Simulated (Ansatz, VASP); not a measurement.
# In3GaAs4: VASP beside Ansatz

```
In Ga As
1.0
     6.06919    0.00000    0.00000
     0.00000    6.06919    0.00000
     0.00000    0.00000    6.06919
In Ga As
3 1 4
Direct
  0.00000 0.50000 0.50000
  0.50000 0.00000 0.50000
  0.50000 0.50000 0.00000
  0.00000 0.00000 0.00000
  0.75993 0.75993 0.24007
  0.75993 0.24007 0.75993
  0.24007 0.75993 0.75993
  0.24007 0.24007 0.24007
```

Alike in both runs: task relaxation of cell and atoms; functional PBE; k mesh 6 × 6 × 6; occupations gaussian, width 0.1 eV; no spin polarisation.

|  | VASP | Ansatz |
| --- | --- | --- |
| version | VASP 6.6.1 | Ansatz 0.2.0 |
| potentials or method | VASP PAW PBE potentials, release 64 (In_d, Ga_d, As), cutoff 600 eV | scalar-relativistic, plane waves, PAW |
| valence electrons in the cell | 72 | 112 |

Ansatz gave:

```
gap on the k mesh at the Fermi level, each at its own relaxed structure (eV) : none
relaxed volume (Å³/atom)                                                     : 28.06
relaxed length of the cell vector where the two differ most in proportion (Å)              : 6.077
```

Q: Which values does VASP return?

A: gap on the k mesh at the Fermi level, each at its own relaxed structure (eV): none; relaxed volume (Å³/atom): 28.10; relaxed length of the cell vector where the two differ most in proportion (Å): 6.080.

A gap of «none» marks a metal or a gap that the smearing closes. VASP's potentials hold 72 valence electrons a cell and Ansatz's 112, so a difference there can come from the potentials and not from the codes.
